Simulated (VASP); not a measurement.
Input of a VASP 6.6.1 run:

File INCAR:

```
SYSTEM = W
  PREC = Accurate
  ENCUT = 520
  EDIFF = 1E-7
  ISMEAR = 0
  SIGMA = 0.15
  LREAL = .False.
  LASPH = .True.
  NELM = 80
  ALGO = Fast
  ISIF = 2
  LWAVE = .False.
  LCHARG = .False.
  GGA = PE
  NBANDS = 13
```

Contents of KPOINTS:

```
regular mesh
0
Gamma
  26 26 26
  0 0 0
```

Contents of POSCAR:

```
W
1.0
   -1.6395327021      1.6395327021      1.5679026326
    1.6395327021     -1.6395327021      1.5679026326
    1.6395327021      1.6395327021     -1.5679026326
W
1
Direct
    0.0000000000      0.0000000000      0.0000000000
```

Potentials or basis: VASP PAW PBE potentials, release 64 (W_sv).

Launch:

```bash
$ cat potpaw_PBE.64/W_sv/POTCAR > POTCAR
$ mpirun -np 1 vasp_std > vasp.out
```

Q: What does it give for the band gap on the k mesh?

A: Zero (bands 7 and 8 overlap by 5.73 eV).

Q: Estimate the pressure.

A: -11.5 GPa.

Stress tensor (GPa, compression positive):
```
-15.75   0.00   0.00
  0.00 -15.75   0.00
  0.00   0.00  -2.98
```

Caveat: the cell differs from its parent crystal (strain +0.030 along x and y, -0.015 along z); the stress differs along the axes, from -16 to -3 GPa; spin-orbit coupling is left out, which moves the levels of the heavy elements.
